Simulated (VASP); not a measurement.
# B5P6 in VASP: a series of runs

The runs below take B5P6 through single point, with PBE.

Program: VASP 6.6.1. These are calculated values, not measurements. Logs are shortened: lines on timing, memory, paths and dates and some standing lists are left out, and cuts for length are marked.

### Step 1. The cell of the first run

The cell holds a slab with vacuum, 11 atoms: a = 3.216 Å, b = 3.216 Å, c = 26.371 Å, α = 90.00°, β = 90.00°, γ = 90.00°.

### Step 2. Single point, PBE

The input, INCAR:

```
SYSTEM = B5P6
PREC     = Accurate       ! precision mode
ENCUT    = 520            ! plane-wave cutoff, eV
EDIFF    = 1E-6           ! SCF threshold, eV
ISMEAR   = 0              ! smearing method
SIGMA    = 0.05           ! smearing width, eV
LREAL    = .False.        ! projectors in reciprocal space
LASPH    = .True.         ! aspherical terms in the spheres
NELM     = 60             ! most SCF steps
ALGO     = Normal         ! electronic algorithm
ISIF     = 2              ! what is computed and relaxed
LWAVE    = .False.        ! write WAVECAR
LCHARG   = .False.        ! write CHGCAR
LDIPOL   = .True.       
IDIPOL   = 3            
DIPOL    = 0.5 0.5 0.500
GGA      = PE             ! functional
NBANDS   = 34             ! bands
```

The input, KPOINTS:

```
regular mesh
0
Gamma
  8 8 1
  0 0 0
```

The input, POSCAR:

```
B5P6
1.0
    3.2161364111      0.0000000000      0.0000000000
    0.0000000000      3.2161364111      0.0000000000
    0.0000000000      0.0000000000     26.3707593275
P B
6 5
Direct
    0.0000000000      0.5000000000      0.2844059174
    0.5000000000      0.0000000000      0.3706435505
    0.0000000000      0.5000000000      0.4568811835
    0.5000000000      0.0000000000      0.5431188165
    0.0000000000      0.5000000000      0.6293564495
    0.5000000000      0.0000000000      0.7155940826
    0.5000000000      0.5000000000      0.3275247339
    0.0000000000      0.0000000000      0.4137623670
    0.5000000000      0.5000000000      0.5000000000
    0.0000000000      0.0000000000      0.5862376330
    0.5000000000      0.5000000000      0.6724752661
```

Potentials or basis: VASP PAW PBE potentials, release 64 (P, B).

Started as:

```bash
$ cat potpaw_PBE.64/P/POTCAR potpaw_PBE.64/B/POTCAR > POTCAR
$ mpirun -np 1 vasp_std > vasp.out
```

OUTCAR:

```text
SYSTEM = B5P6
   PREC = Accurate
   ENCUT = 520
   EDIFF = 1E-6
   ISMEAR = 0
   LREAL = .False.
   LASPH = .True.
   NELM = 60
   ISIF = 2
   GGA = PE

 ion  position               nearest neighbor table
   1  0.000  0.500  0.284-   7 1.97   7 1.97
   2  0.500  0.000  0.371-   8 1.97   8 1.97   7 1.97   7 1.97
   3  0.000  0.500  0.457-   9 1.97   9 1.97   8 1.97   8 1.97
   4  0.500  0.000  0.543-   9 1.97   9 1.97  10 1.97  10 1.97
   5  0.000  0.500  0.629-  10 1.97  10 1.97  11 1.97  11 1.97
   6  0.500  0.000  0.716-  11 1.97  11 1.97
   7  0.500  0.500  0.328-   1 1.97   1 1.97   2 1.97   2 1.97
   8  0.000  0.000  0.414-   2 1.97   2 1.97   3 1.97   3 1.97
   9  0.500  0.500  0.500-   3 1.97   4 1.97   4 1.97   3 1.97
  10  0.000  0.000  0.586-   5 1.97   5 1.97   4 1.97   4 1.97
  11  0.500  0.500  0.672-   6 1.97   6 1.97   5 1.97   5 1.97

  LATTYP: Found a simple tetragonal cell.
 ALAT       =     3.2161364111
 C/A-ratio  =     8.1995151812

  Lattice vectors:

 A1 = (   3.2161364111,   0.0000000000,   0.0000000000)
 A2 = (   0.0000000000,   3.2161364111,   0.0000000000)
 A3 = (   0.0000000000,   0.0000000000,  26.3707593275)

Analysis of symmetry for initial positions (statically):
=====================================================================
 Subroutine PRICEL returns:
 Original cell was already a primitive cell.

 Routine SETGRP: Setting up the symmetry group for a
 simple tetragonal supercell.

 Subroutine GETGRP returns: Found  8 space group operations
 (whereof  8 operations were pure point group operations)
 out of a pool of 16 trial point group operations.

The static configuration has the point symmetry D_2d.

Analysis of symmetry for dynamics (positions and initial velocities):
=====================================================================
 Subroutine PRICEL returns:
 Original cell was already a primitive cell.

 Routine SETGRP: Setting up the symmetry group for a
 simple tetragonal supercell.

 Subroutine GETGRP returns: Found  8 space group operations
 (whereof  8 operations were pure point group operations)
 out of a pool of 16 trial point group operations.

The dynamic configuration has the point symmetry D_2d.

 Subroutine INISYM returns: Found  8 space group operations
 (whereof  8 operations are pure point group operations),
 and found     1 'primitive' translations

----------------------------------------------------------------------------------------

                                     Primitive cell

  volume of cell :     272.7668

  direct lattice vectors                    reciprocal lattice vectors
     3.216136411  0.000000000  0.000000000     0.310932085  0.000000000  0.000000000
     0.000000000  3.216136411  0.000000000     0.000000000  0.310932085  0.000000000
     0.000000000  0.000000000 26.370759328     0.000000000  0.000000000  0.037920789

  length of vectors
     3.216136411  3.216136411 26.370759328     0.310932085  0.310932085  0.037920789

  position of ions in fractional coordinates (direct lattice)
     0.000000000  0.500000000  0.284405917
     0.500000000  0.000000000  0.370643550
     0.000000000  0.500000000  0.456881184
     0.500000000  0.000000000  0.543118816
     0.000000000  0.500000000  0.629356450
     0.500000000  0.000000000  0.715594083
     0.500000000  0.500000000  0.327524734
     0.000000000  0.000000000  0.413762367
     0.500000000  0.500000000  0.500000000
     0.000000000  0.000000000  0.586237633
     0.500000000  0.500000000  0.672475266

  ion indices of the primitive-cell ions
   primitive index   ion index
                 1           1
                 2           2
                 3           3
                 4           4
                 5           5
                 6           6
                 7           7
                 8           8
                 9           9
                10          10
                11          11

----------------------------------------------------------------------------------------

 KPOINTS: regular mesh

Automatic generation of k-mesh.
 Grid dimensions read from file:
 generate k-points for:    8    8    1

 Generating k-lattice:

  Cartesian coordinates                     Fractional coordinates (reciprocal lattice)
     0.038866511  0.000000000  0.000000000     0.125000000  0.000000000  0.000000000
     0.000000000  0.038866511  0.000000000     0.000000000  0.125000000  0.000000000
     0.000000000  0.000000000  0.037920789     0.000000000  0.000000000  1.000000000

  Length of vectors
     0.038866511  0.038866511  0.037920789

  Shift w.r.t. Gamma in fractional coordinates (k-lattice)
     0.000000000  0.000000000  0.000000000

 Subroutine IBZKPT returns following result:
 ===========================================

 Found     15 irreducible k-points:

 Following reciprocal coordinates:
            Coordinates               Weight
  0.000000  0.000000  0.000000      1.000000
  0.125000  0.000000  0.000000      4.000000
  0.250000  0.000000  0.000000      4.000000
  0.375000  0.000000  0.000000      4.000000
  0.500000  0.000000  0.000000      2.000000
  0.125000  0.125000  0.000000      4.000000
  0.250000  0.125000  0.000000      8.000000
  0.375000  0.125000  0.000000      8.000000
  0.500000  0.125000  0.000000      4.000000
  0.250000  0.250000  0.000000      4.000000
  0.375000  0.250000  0.000000      8.000000
  0.500000  0.250000  0.000000      4.000000
  0.375000  0.375000  0.000000      4.000000
  0.500000  0.375000  0.000000      4.000000
  0.500000  0.500000  0.000000      1.000000
   k-points           NKPTS =     15   k-points in BZ     NKDIM =     15   number of bands    NBANDS=     34
   number of dos      NEDOS =    301   number of ions     NIONS =     11
   total plane-waves  NPLWV = 112896
   dimension x,y,z NGX =    24 NGY =   24 NGZ =  196
   dimension x,y,z NGXF=    48 NGYF=   48 NGZF=  392
   ions per type =               6   5
   NGX,Y,Z   is equivalent  to a cutoff of  12.41, 12.41, 12.36 a.u.
   NGXF,Y,Z  is equivalent  to a cutoff of  24.81, 24.81, 24.71 a.u.
 SYSTEM =  B5P6
   PREC   = accura    normal or accurate (medium, high low for compatibility)
   ISTART =      0    job   : 0-new  1-cont  2-samecut
   ICHARG =      2    charge: 1-file 2-atom 10-const
   ISPIN  =      1    spin polarized calculation?
   LNONCOLLINEAR =      F non collinear calculations
   LSORBIT =      F    spin-orbit coupling
   LASPH  =      T    aspherical Exc in radial PAW
   ENCUT  =  520.0 eV  38.22 Ry    6.18 a.u.   5.98  5.98 49.03*2*pi/ulx,y,z
   NELM   =     60;   NELMIN=  2; NELMDL= -5     # of ELM steps
   EDIFF  = 0.1E-05   stopping-criterion for ELM
   LREAL  =      F    real-space projection
   EDIFFG = 0.1E-04   stopping-criterion for IOM
   NSW    =      0    number of steps for IOM
   IBRION =     -1    ionic relax: 0-MD 1-quasi-New 2-CG
   NFREE  =      0    steps in history (QN), initial steepest desc. (CG)
   ISIF   =      2    stress and relaxation
   ISYM   =      2    0-nonsym 1-usesym 2-fastsym
   POTIM  = 0.5000    time-step for ionic-motion
   TEBEG  =    0.0;   TEEND  =   0.0 temperature during run
   PSTRESS=    0.0 pullay stress
   NELECT =      45.0000    total number of electrons
   NUPDOWN=      -1.0000    fix difference up-down
   EMIN   =  10.00;   EMAX   =-10.00  energy-range for DOS
   EFERMI =   0.00;   METHOD = LEGACY
   ISMEAR =     0;   SIGMA  =   0.05  broadening in eV -4-tet -1-fermi 0-gaus
   EFERMI_NEDOS =   21; number of points for ismear=-14 and -15
   IALGO  =     38    algorithm
   IMIX   =      4    mixing-type and parameters
     AMIX     =   0.40;   BMIX     =  1.00
     AMIX_MAG =   1.60;   BMIX_MAG =  1.00
  volume/ion in A,a.u.               =      24.80       167.34
  Fermi-wavevector in a.u.,A,eV,Ry     =   0.897873  1.696735 10.968701  0.806177
  Thomas-Fermi vector in A             =   2.020512
   LORBIT       =      0    0 simple, 1 ext, 2 COOP (PROOUT), +10 PAW based schemes
   GGA     = PE    functional components
   LHFCALC =     F    Hartree Fock is set to
   AEXX    =    0.0000 exact exchange contribution
   IVDW    =     0    specifies the selected vdW correction
   LEPSILON=     F    determine dielectric tensor
   LRPA    =     F    only Hartree local field effects (RPA)
 non-spin polarized calculation
 Gauss-broadening in eV      SIGMA  =   0.05
  energy-cutoff  :      520.00
  volume of cell :      272.77
 maximum number of plane-waves:      7414
 NGX is ok and might be reduce to    24
   NGX = 11   NGY = 11   NGZ = 99

 dipolmoment           0.000000      0.000000      0.000000 electrons x Angstroem

 number of electron      44.9999992 magnetization

 dipolmoment           0.000000      0.000000     -0.000000 electrons x Angstroem

 Free energy of the ion-electron system (eV)
  ---------------------------------------------------
  ext. energy  EPLUGINS =         0.00000000
  ---------------------------------------------------
  free energy    TOTEN  =       -67.59609872 eV

  energy without entropy =      -67.59115754  energy(sigma->0) =      -67.59362813

 E-fermi :   0.3017     XC(G=0):  -6.0344

 val. band max:        0.2861026974   @ k =   0.1250   0.0000   0.0000
 cond. band min:       0.3236262268   @ k =   0.3750   0.1250   0.0000
 fundamental gap:      0.0375235295
 Fermi energy:         0.3017102935

 k-point     1 :       0.0000    0.0000    0.0000
  band No.  band energies     occupation
      1     -14.6330      2.00000
      2     -13.9922      2.00000
      3     -13.1087      2.00000
      4     -11.9551      2.00000
      5     -10.5202      2.00000
      6      -9.7118      2.00000
[... 26 lines left out ...]
     33       4.9140      0.00000
     34       5.0120      0.00000
[... 487 lines left out ...]
      4      -9.7443      2.00000
      5      -8.3467      2.00000
      6      -8.3467      2.00000
[... 26 lines left out ...]
     33       6.6821      0.00000
     34       6.8061      0.00000

------------------------ aborting loop because EDIFF is reached ----------------------------------------

 vacuum level on the upper side and lower side of the slab       (xc-potential included)        -0.147        -0.147

  FORCE on cell =-STRESS in cart. coord.  units (eV):
  Direction    XX          YY          ZZ          XY          YZ          ZX
  --------------------------------------------------------------------------------------
  -------------------------------------------------------------------------------------
  Total       -3.8169550     -3.8169550     -0.8405200      0.0000000      0.0000000      0.0000000
  in kB      -22.4200233    -22.4200233     -4.9370451      0.0000000      0.0000000      0.0000000
  external PRESSURE =     -16.5923639 kB  Pullay stress =       0.0000000 kB

 VOLUME and BASIS-vectors are now :
 -----------------------------------------------------------------------------
  energy-cutoff  :      520.00
  volume of cell :      272.77
      direct lattice vectors                 reciprocal lattice vectors
     3.216136411  0.000000000  0.000000000     0.310932085  0.000000000  0.000000000
     0.000000000  3.216136411  0.000000000     0.000000000  0.310932085  0.000000000
     0.000000000  0.000000000 26.370759328     0.000000000  0.000000000  0.037920789

 POSITION                                       TOTAL-FORCE (eV/Angst)
 -----------------------------------------------------------------------------------
      0.00000      1.60807      7.50000         0.000000      0.000000      0.124854
      1.60807      0.00000      9.77415         0.000000      0.000000      0.069417
      0.00000      1.60807     12.04830        -0.000000      0.000000     -0.081346
      1.60807      0.00000     14.32246        -0.000000      0.000000      0.081346
      0.00000      1.60807     16.59661        -0.000000     -0.000000     -0.069417
      1.60807      0.00000     18.87076        -0.000000      0.000000     -0.124854
      1.60807      1.60807      8.63708        -0.000000      0.000000     -0.081388
      0.00000      0.00000     10.91123        -0.000000      0.000000     -0.039957
      1.60807      1.60807     13.18538        -0.000000      0.000000     -0.000000
      0.00000      0.00000     15.45953        -0.000000      0.000000      0.039957
      1.60807      1.60807     17.73368        -0.000000     -0.000000      0.081388
 -----------------------------------------------------------------------------------
    total drift:                               -0.000000     -0.000000     -0.000000

  FREE ENERGIE OF THE ION-ELECTRON SYSTEM (eV)
  ---------------------------------------------------
  free  energy   TOTEN  =       -67.5960987153 eV

  energy  without entropy=      -67.5911575439  energy(sigma->0) =      -67.59362813

 vacuum level on the upper side and lower side of the slab         6.366         6.366
```

Wall time 2.6 min (1 thread of AMD EPYC 7R43 (Zen 3), shared host); peak memory 0.34 GiB.

What came out:

* Free energy: -67.5961 eV
* Largest force: 0.125 eV/Å

Forces in eV/Å, atoms in the order of the input:
```
P    0.000  0.000  0.125
P    0.000  0.000  0.069
P    0.000  0.000 -0.081
P    0.000  0.000  0.081
P    0.000  0.000 -0.069
P    0.000  0.000 -0.125
B    0.000  0.000 -0.081
B    0.000  0.000 -0.040
B    0.000  0.000  0.000
B    0.000  0.000  0.040
B    0.000  0.000  0.081
```

Levels at points of the mesh, in eV from the Fermi level:
```tsv
k point	band 19	band 20	band 21	band 22	band 23	band 24	band 25	band 26
(0.00, 0.00, 0.00)	-0.22	-0.21	-0.21	0.29	1.66	1.84	2.43	2.49
(0.50, 0.00, 0.00)	-1.36	-1.29	-0.94	-0.69	-0.17	2.86	4.20	4.24
(0.50, 0.50, 0.00)	-4.06	-3.71	-1.75	-1.64	-1.22	-1.22	2.32	2.69
```

### Step 3. Single point, PBE

The input, INCAR:

```
ALGO = Normal ; DIPOL = 0.5 0.5 0.500
EDIFF = 1E-6 ; ENCUT = 520
GGA = PE ; IDIPOL = 3
ISIF = 2 ; ISMEAR = 0
LASPH = True ; LCHARG = False
LDIPOL = True ; LREAL = False
LWAVE = False ; NBANDS = 34
NELM = 60 ; PREC = Accurate
SIGMA = 0.05
```

The input, KPOINTS:

```
k-points
0
Gamma
  8 8 1
```

The input, POSCAR:

```
B5P6
1.0
    3.2161364111      0.0000000000      0.0000000000
    0.0000000000      3.2161364111      0.0000000000
    0.0000000000      0.0000000000     26.3707593275
P B
6 5
Direct
    0.0000000000      0.5000000000      0.2850203461
    0.5000000000      0.0000000000      0.3709598304
    0.0000000000      0.5000000000      0.4568269718
    0.5000000000      0.0000000000      0.5431730322
    0.0000000000      0.5000000000      0.6290401687
    0.5000000000      0.0000000000      0.7149796495
    0.5000000000      0.5000000000      0.3278473335
    0.0000000000      0.0000000000      0.4138355152
    0.5000000000      0.5000000000      0.5000000013
    0.0000000000      0.0000000000      0.5861644865
    0.5000000000      0.5000000000      0.6721526648
```

Potentials or basis: VASP PAW PBE potentials, release 64 (P, B).

Started as:

```bash
$ cat potpaw_PBE.64/P/POTCAR potpaw_PBE.64/B/POTCAR > POTCAR
$ mpirun -np 1 vasp_std > vasp.out
```

Run time: 2.8 min. Hardware: 1 thread of AMD EPYC 7R43 (Zen 3), shared host; peak memory 0.34 GiB.

Results (log left out):

```yaml
Free_energy: -67.5983 eV
Largest_force: 0.019 eV/Å
```

Forces on the atoms (eV/Å):
```
P    0.000  0.000  0.019
P    0.000  0.000  0.009
P    0.000  0.000  0.002
P    0.000  0.000 -0.002
P    0.000  0.000 -0.009
P    0.000  0.000 -0.019
B    0.000  0.000 -0.016
B    0.000  0.000 -0.004
B    0.000  0.000  0.000
B    0.000  0.000  0.004
B    0.000  0.000  0.016
```

Levels at points of the mesh, in eV from the Fermi level:
| k point | band 20 | band 21 | band 22 | band 23 | band 24 | band 25 |
| --- | --- | --- | --- | --- | --- | --- |
| (0.00, 0.00, 0.00) | -0.24 | -0.22 | 0.28 | 1.63 | 1.81 | 2.39 |
| (0.50, 0.00, 0.00) | -1.30 | -1.01 | -0.69 | -0.16 | 2.84 | 4.17 |
| (0.50, 0.50, 0.00) | -3.73 | -1.77 | -1.65 | -1.23 | -1.23 | 2.30 |
